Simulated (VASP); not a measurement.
Runs of VASP 6.6.1 on BeTe. The structure is that of space group F-43m (No. 216), or close to it. The cells are those of the table. 

```tsv
level	cell	gap on the mesh (eV)	pressure (GPa)
revPBE+D4	a = 3.928 Å, angles 60.0°, 2 atoms	1.93	(b)
RPBE+D4	a = 3.931 Å, angles 60.0°, 2 atoms	1.96	0.1
revPBE+D4	a = 3.943 Å, angles 60.0°, 2 atoms	1.96	0.1
revPBE+D4	a = 3.917 Å, angles 60.0°, 2 atoms	1.91	(a)
PBE	a = 3.917 Å, angles 60.0°, 2 atoms	1.85	4.5
```

Alike in all rows: task single point; potentials or basis VASP PAW PBE potentials, release 64 (Be, Te); no spin polarisation; k mesh 8 × 8 × 8; cutoff (eV) 600; smearing gaussian 0.05 eV.

**Question.** Fill in the values left out.

**Answer.** (a) 1.4; (b) 0.8.

Caveats: spin-orbit coupling is left out, which moves the levels of the heavy elements; the PAW data sets were made with another functional, which shifts forces and pressure a little (at least some runs); the cell stands under pressure (at least some runs).

A k mesh can miss the band edges, and the runs leave out spin-orbit coupling on Te.
